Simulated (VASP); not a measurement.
Here is a VASP 6.6.1 calculation.

Contents of INCAR:

```
PREC = Accurate ; ENCUT = 520
EDIFF = 1E-6 ; ISMEAR = -1
SIGMA = 0.05 ; LREAL = F
LASPH = T ; NELM = 150
ALGO = Normal ; ISIF = 2
LWAVE = F ; LCHARG = F
ISPIN = 2 ; MAGMOM = 1.2 0
LORBIT = 11 ; NUPDOWN = 1.2
LMAXMIX = 4 ; GGA = RP
NBANDS = 18
```

The input KPOINTS:

```
regular mesh
0
Gamma
  11 11 11
```

The input POSCAR:

```
HfB
1.0
    0.0000000000      2.3100000000      2.3100000000
    2.3100000000      0.0000000000      2.3100000000
    2.3100000000      2.3100000000      0.0000000000
Hf B
1 1
Direct
    0.5000000000      0.5000000000      0.5000000000
    0.0000000000      0.0000000000      0.0000000000
```

Potentials or basis: VASP PAW PBE potentials, release 64 (Hf_pv, B).

Run with:

```bash
$ cat potpaw_PBE.64/Hf_pv/POTCAR potpaw_PBE.64/B/POTCAR > POTCAR
$ mpirun -np 1 vasp_std > vasp.out
```

(1) What does it give for the pressure?

Answers

(1) 39.6 GPa.

Caveat: the PAW data sets were made with another functional, which shifts forces and pressure a little; the total moment is fixed, so each spin has its own Fermi level.
